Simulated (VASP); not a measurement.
## BeS: electric field gradients with PBE

BeS:

```
CELL_PARAMETERS angstrom
0.00000 2.25117 2.25117
2.25117 0.00000 2.25117
2.25117 2.25117 0.00000
ATOMIC_POSITIONS crystal
Be 0.00000 0.00000 0.00000
S 0.25000 0.25000 0.25000
```

This cell differs from its parent crystal: volume scaled by 0.8.

```yaml
Program: VASP 6.6.1
Task: electric field gradients
Functional: PBE
Potentials_or_basis: VASP PAW PBE potentials, release 64 (Be, S)
Cutoff: 520 eV
k_mesh: 10 × 10 × 10
Occupations: fermi-dirac, width 0.03 eV
Spin: no spin polarisation
Dipole_correction: no
Further_INCAR_settings: ALGO = Normal; EDIFF = 1e-08; NBANDS = 11
```

```yaml
Pressure: 34.7 GPa
Band_gap_on_the_k_mesh: 2.49 eV, indirect (least direct gap 5.46 eV)
```

Levels at points of the mesh, in eV from the valence-band top:
```tsv
k point	band 1	band 2	band 3	band 4	band 5	band 6	band 7	band 8
(0.00, 0.00, 0.00)	-15.41	0.00	0.00	0.00	5.46	5.46	5.46	7.94
(0.50, 0.00, 0.00)	-13.11	-7.41	-1.39	-1.39	6.26	6.38	6.38	12.14
(0.50, 0.50, 0.00)	-12.33	-6.30	-3.52	-3.52	2.49	4.58	14.58	14.58
```

Run time: 4.1 s on 1 thread of Intel(R) Xeon(R) 6975P-C (Granite Rapids) (shared host), peak memory 0.13 GiB.

Caveat: without QUAD_EFG the Cq values of the log hold for a quadrupole moment of 1 mb, not for the nuclei. A k mesh can miss the band edges.
